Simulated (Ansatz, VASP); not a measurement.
Two plane-wave programs on NiO

```
Ni O
1.0
     0.00000    2.09131    2.09131
     2.09131    0.00000    2.09131
     4.18262    4.18262    0.00000
Ni O
2 2
Direct
  0.00000 0.00000 0.00000
  0.00000 0.00000 0.50000
  0.50000 0.50000 0.25000
  0.50000 0.50000 0.75000
```

Alike in both runs: task single point; functional LDA; k mesh 8 × 8 × 8; occupations gaussian, width 0.05 eV; collinear spin; Hubbard terms Ni d U = 4.0 eV.

|  | VASP | Ansatz |
| --- | --- | --- |
| version | VASP 6.6.1 | Ansatz 0.2.0 |
| potentials or method | VASP PAW LDA potentials, release 64 (Ni, O), cutoff 520 eV | scalar-relativistic, plane waves, PAW |
| valence electrons in the cell | 32 | 48 |

|  | VASP | Ansatz | Ansatz less VASP |
| --- | --- | --- | --- |
| gap on the k mesh at the Fermi level (eV) | 2.20 | 2.18 | -0.019 |
| least direct gap on the mesh (eV) | 2.65 | 2.65 | +0.004 |
| pressure (GPa) | -18.3 | -12.2 | +6.17 |
| net moment per atom (μB) | 0.00 | 0.00 | 0.000 |
| size of the moment on the site where the two differ most (μB) | 1.56 | 1.54 | -0.028 |

LDA's correlation is that of Perdew and Zunger in VASP and of Perdew and Wang (1992) in Ansatz. Site moments also hang on the region over which each program counts them. The programs project onto different local orbitals, so the same U acts differently, and such runs can settle in different states. VASP's potentials hold 32 valence electrons a cell and Ansatz's 48, so a difference there can come from the potentials and not from the codes. Ansatz's warnings: stress scf threshold loose.
